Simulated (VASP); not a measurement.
# Si2W (I4/mmm) in VASP: further runs

Runs on Si2W. Level: PBE. Tasks: single point.

All numbers are computed with VASP 6.6.1; they aren't measurements. Logs are shortened: lines on timing, memory, paths and dates and some standing lists are left out, and cuts for length are marked.

### Step 1. The cell of the first run

It takes space group I4/mmm (No. 139, tetragonal). Conventional cell: a = 3.159 Å, b = 3.159 Å, c = 7.697 Å, α = 90.00°, β = 90.00°, γ = 90.00°. Si (site symmetry 4mm) has 9 Si at 2.54 to 3.16 Å and 5 W at 2.57 to 2.58 Å within 3.4 Å. W (site symmetry 4/mmm) has 10 Si at 2.57 to 2.58 Å and 4 W at 3.16 Å within 3.4 Å.

### Step 2. Single point, PBE

INCAR

```
SYSTEM = Si2W
PREC = Accurate
ENCUT = 520
EDIFF = 1E-6
ISMEAR = -1
SIGMA = 0.05
LREAL = .False.
LASPH = .True.
NELM = 80
ALGO = Normal
ISIF = 2
LWAVE = .False.
LCHARG = .False.
GGA = PE
NBANDS = 18
```

KPOINTS

```
regular mesh
0
Gamma
  13 13 13
  0 0 0
```

POSCAR

```
Si2W
1.0
   -1.5796591442      1.5796591442      3.8485820939
    1.5796591442     -1.5796591442      3.8485820939
    1.5796591442      1.5796591442     -3.8485820939
Si W
2 1
Direct
    0.3347000000      0.3347000000      0.0000000000
    0.6653000000      0.6653000000      0.0000000000
    0.0000000000      0.0000000000      0.0000000000
```

Potentials or basis: VASP PAW PBE potentials, release 64 (Si, W_sv).

Started as:

```sh
> cat potpaw_PBE.64/Si/POTCAR potpaw_PBE.64/W_sv/POTCAR > POTCAR
> mpirun -np 1 vasp_std > vasp.out
```

OUTCAR:

```text
SYSTEM = Si2W
   PREC = Accurate
   ENCUT = 520
   EDIFF = 1E-6
   ISMEAR = -1
   LREAL = .False.
   LASPH = .True.
   NELM = 80
   ISIF = 2
   GGA = PE

 ion  position               nearest neighbor table
   1  0.335  0.335  0.000-   2 2.54   3 2.57   3 2.57   3 2.57   3 2.57   3 2.58   2 2.59   2 2.59
                             2 2.59   2 2.59
   2  0.665  0.665  0.000-   1 2.54   3 2.57   3 2.57   3 2.57   3 2.57   3 2.58   1 2.59   1 2.59
                             1 2.59   1 2.59
   3  0.000  0.000  0.000-   2 2.57   2 2.57   1 2.57   2 2.57   1 2.57   1 2.57   2 2.57   1 2.57
                             1 2.58   2 2.58

  LATTYP: Found a body centered tetragonal cell.
 ALAT       =     3.1593182884
 C/A-ratio  =     2.4363370465

  Lattice vectors:

 A1 = (  -1.5796591442,   1.5796591442,   3.8485820939)
 A2 = (   1.5796591442,  -1.5796591442,   3.8485820939)
 A3 = (   1.5796591442,   1.5796591442,  -3.8485820939)

Analysis of symmetry for initial positions (statically):
=====================================================================
 Subroutine PRICEL returns:
 Original cell was already a primitive cell.

 Routine SETGRP: Setting up the symmetry group for a
 body centered tetragonal supercell.

 Subroutine GETGRP returns: Found 16 space group operations
 (whereof 16 operations were pure point group operations)
 out of a pool of 16 trial point group operations.

The static configuration has the point symmetry D_4h.

Analysis of symmetry for dynamics (positions and initial velocities):
=====================================================================
 Subroutine PRICEL returns:
 Original cell was already a primitive cell.

 Routine SETGRP: Setting up the symmetry group for a
 body centered tetragonal supercell.

 Subroutine GETGRP returns: Found 16 space group operations
 (whereof 16 operations were pure point group operations)
 out of a pool of 16 trial point group operations.

The dynamic configuration has the point symmetry D_4h.

 Subroutine INISYM returns: Found 16 space group operations
 (whereof 16 operations are pure point group operations),
 and found     1 'primitive' translations

----------------------------------------------------------------------------------------

                                     Primitive cell

  volume of cell :      38.4138

  direct lattice vectors                    reciprocal lattice vectors
    -1.579659144  1.579659144  3.848582094     0.000000000  0.316523980  0.129917977
     1.579659144 -1.579659144  3.848582094     0.316523980  0.000000000  0.129917977
[... 79 lines left out ...]
   ISTART =      0    job   : 0-new  1-cont  2-samecut
   ICHARG =      2    charge: 1-file 2-atom 10-const
   ISPIN  =      1    spin polarized calculation?
   LNONCOLLINEAR =      F non collinear calculations
   LSORBIT =      F    spin-orbit coupling
   LASPH  =      T    aspherical Exc in radial PAW
   ENCUT  =  520.0 eV  38.22 Ry    6.18 a.u.   8.27  8.27  8.27*2*pi/ulx,y,z
   NELM   =     80;   NELMIN=  2; NELMDL= -5     # of ELM steps
   EDIFF  = 0.1E-05   stopping-criterion for ELM
   LREAL  =      F    real-space projection
   EDIFFG = 0.1E-04   stopping-criterion for IOM
   NSW    =      0    number of steps for IOM
   IBRION =     -1    ionic relax: 0-MD 1-quasi-New 2-CG
   NFREE  =      0    steps in history (QN), initial steepest desc. (CG)
   ISIF   =      2    stress and relaxation
   ISYM   =      2    0-nonsym 1-usesym 2-fastsym
   POTIM  = 0.5000    time-step for ionic-motion
   TEBEG  =    0.0;   TEEND  =   0.0 temperature during run
   PSTRESS=    0.0 pullay stress
   NELECT =      22.0000    total number of electrons
   NUPDOWN=      -1.0000    fix difference up-down
   EMIN   =  10.00;   EMAX   =-10.00  energy-range for DOS
   EFERMI =   0.00;   METHOD = LEGACY
   ISMEAR =    -1;   SIGMA  =   0.05  broadening in eV -4-tet -1-fermi 0-gaus
   EFERMI_NEDOS =   21; number of points for ismear=-14 and -15
   IALGO  =     38    algorithm
   IMIX   =      4    mixing-type and parameters
     AMIX     =   0.40;   BMIX     =  1.00
     AMIX_MAG =   1.60;   BMIX_MAG =  1.00
  volume/ion in A,a.u.               =      12.80        86.41
  Fermi-wavevector in a.u.,A,eV,Ry     =   1.359523  2.569126 25.147685  1.848303
  Thomas-Fermi vector in A             =   2.486264
   LORBIT       =      0    0 simple, 1 ext, 2 COOP (PROOUT), +10 PAW based schemes
   GGA     = PE    functional components
[... 5 lines left out ...]
 non-spin polarized calculation
  energy-cutoff  :      520.00
  volume of cell :       38.41
 maximum number of plane-waves:      1051
 NGX is ok and might be reduce to    36
   NGX = 17   NGY = 17   NGZ = 17

 number of electron      22.0000001 magnetization

 Free energy of the ion-electron system (eV)
  ---------------------------------------------------
  ext. energy  EPLUGINS =         0.00000000
  ---------------------------------------------------
  free energy    TOTEN  =       -24.68475110 eV

  energy without entropy =      -24.68323811  energy(sigma->0) =      -24.68399461

 E-fermi :  12.7399     XC(G=0): -12.7750

 val. band max:       12.7169290213   @ k =  -0.3846  -0.4615   0.3846
 cond. band min:      12.7908129303   @ k =  -0.3846  -0.4615   0.3077
 fundamental gap:      0.0738839090
 Fermi energy:        12.7399460473

 k-point     1 :       0.0000    0.0000    0.0000
  band No.  band energies     occupation
      1     -61.0225      2.00000
      2     -25.3352      2.00000
      3     -25.2926      2.00000
      4     -25.2926      2.00000
      5      -1.8013      2.00000
      6       5.5143      2.00000
[... 481 lines left out ...]
      5       2.4792      2.00000
      6       2.9757      2.00000
[... 10 lines left out ...]
     17      20.3984      0.00000
     18      21.8983      0.00000

 [... further k-points ...]
[... 5 lines left out ...]
  --------------------------------------------------------------------------------------
  -------------------------------------------------------------------------------------
  Total        3.8718598      3.8718598      4.4120062      0.0000000     -0.0000000      0.0000000
  in kB      161.4889021    161.4889021    184.0175228      0.0000000     -0.0000000      0.0000000
  external PRESSURE =     168.9984423 kB  Pullay stress =       0.0000000 kB

 VOLUME and BASIS-vectors are now :
 -----------------------------------------------------------------------------
  energy-cutoff  :      520.00
  volume of cell :       38.41
      direct lattice vectors                 reciprocal lattice vectors
    -1.579659144  1.579659144  3.848582094     0.000000000  0.316523980  0.129917977
     1.579659144 -1.579659144  3.848582094     0.316523980  0.000000000  0.129917977
     1.579659144  1.579659144 -3.848582094     0.316523980  0.316523980  0.000000000

 POSITION                                       TOTAL-FORCE (eV/Angst)
 -----------------------------------------------------------------------------------
      0.00000      0.00000      2.57624         0.000000      0.000000     -0.218900
      0.00000      0.00000      5.12092        -0.000000     -0.000000      0.218900
      0.00000      0.00000      0.00000         0.000000      0.000000     -0.000000
 -----------------------------------------------------------------------------------
    total drift:                               -0.000000     -0.000000      0.000000

  FREE ENERGIE OF THE ION-ELECTRON SYSTEM (eV)
  ---------------------------------------------------
  free  energy   TOTEN  =       -24.6847511042 eV

  energy  without entropy=      -24.6832381100  energy(sigma->0) =      -24.68399461
```

stdout:

```text
POSCAR found type information on POSCAR SiW
 POSCAR found :  2 types and       3 ions
 scaLAPACK will be used
 LDA part: xc-table for (Slater+PW92), standard interpolation
 POSCAR, INCAR and KPOINTS ok, starting setup
 FFT: planning ... GRIDC
 FFT: planning ... GRID_SOFT
 FFT: planning ... GRID
 WAVECAR not read
 entering main loop
```

Wall time 69 s (1 thread of Intel Xeon 6975P-C (Granite Rapids), shared host); peak memory 0.29 GiB.

Results:

```
Free energy            : -24.6848 eV
Pressure               : 16.9 GPa
Largest force          : 0.219 eV/Å
Band gap on the k mesh : zero (bands 11 and 12 overlap by 1.28 eV)
```

Forces on the atoms (eV/Å):
```
Si   0.000  0.000 -0.219
Si   0.000  0.000  0.219
W    0.000  0.000  0.000
```

Stress tensor (GPa, compression positive):
```
16.15  0.00  0.00
 0.00 16.15  0.00
 0.00  0.00 18.40
```

Caveat: the cell stands under pressure; spin-orbit coupling is left out, which moves the levels of the heavy elements.

### Step 3. Single point, PBE

This run uses another cell than the first one, of 13.21 Å³/atom.

INCAR

```
SYSTEM = Si2W
ALGO     = Normal         ! electronic algorithm
EDIFF    = 1E-7           ! SCF threshold, eV
ENCUT    = 520            ! plane-wave cutoff, eV
GGA      = PE             ! functional
ISIF     = 2              ! what is computed and relaxed
ISMEAR   = -1             ! smearing method
LASPH    = .TRUE.         ! aspherical terms in the spheres
LCHARG   = .TRUE.         ! write CHGCAR
LELF     = .TRUE.         ! ELF
LREAL    = .FALSE.        ! projectors in reciprocal space
LVHAR    = .TRUE.       
LWAVE    = .FALSE.        ! write WAVECAR
NBANDS   = 18             ! bands
NELM     = 80             ! most SCF steps
PREC     = Accurate       ! precision mode
SIGMA    = 0.05           ! smearing width, eV
```

KPOINTS

```
k-points
0
G
  13 13 13
  0 0 0
```

POSCAR

```
Si2W
1.0
   -1.5961151113      1.5961151113      3.8886743761
    1.5961151113     -1.5961151113      3.8886743761
    1.5961151113      1.5961151113     -3.8886743761
Si W
2 1
Direct
    0.3347000000      0.3347000000      0.0000000000
    0.6653000000      0.6653000000      0.0000000000
    0.0000000000      0.0000000000      0.0000000000
```

Potentials or basis: VASP PAW PBE potentials, release 64 (Si, W_sv).

Started as:

```sh
> cat potpaw_PBE.64/Si/POTCAR potpaw_PBE.64/W_sv/POTCAR > POTCAR
> mpirun -np 1 vasp_std > vasp.out
```

It took 92 s on 1 thread of Intel Xeon 6975P-C (Granite Rapids), shared host; peak memory 0.29 GiB.

Results (log left out):

- Free energy: -24.7800 eV
- Pressure: 8.4 GPa
- Largest force: 0.125 eV/Å
- Band gap on the k mesh: zero (bands 11 and 12 overlap by 1.23 eV)

Forces on the atoms (eV/Å):
```
Si   0.000  0.000 -0.125
Si   0.000  0.000  0.125
W    0.000  0.000  0.000
```

Stress tensor (GPa, compression positive):
```
8.01 0.00 0.00
0.00 8.01 0.00
0.00 0.00 9.10
```

Levels at points of the mesh, in eV from the Fermi level:
```tsv
k point	band 8	band 9	band 10	band 11	band 12	band 13	band 14	band 15
(0.00, 0.00, 0.00)	-3.45	-2.92	-2.92	0.60	2.84	2.85	3.10	3.10
```

Caveat: the cell stands under pressure; spin-orbit coupling is left out, which moves the levels of the heavy elements.
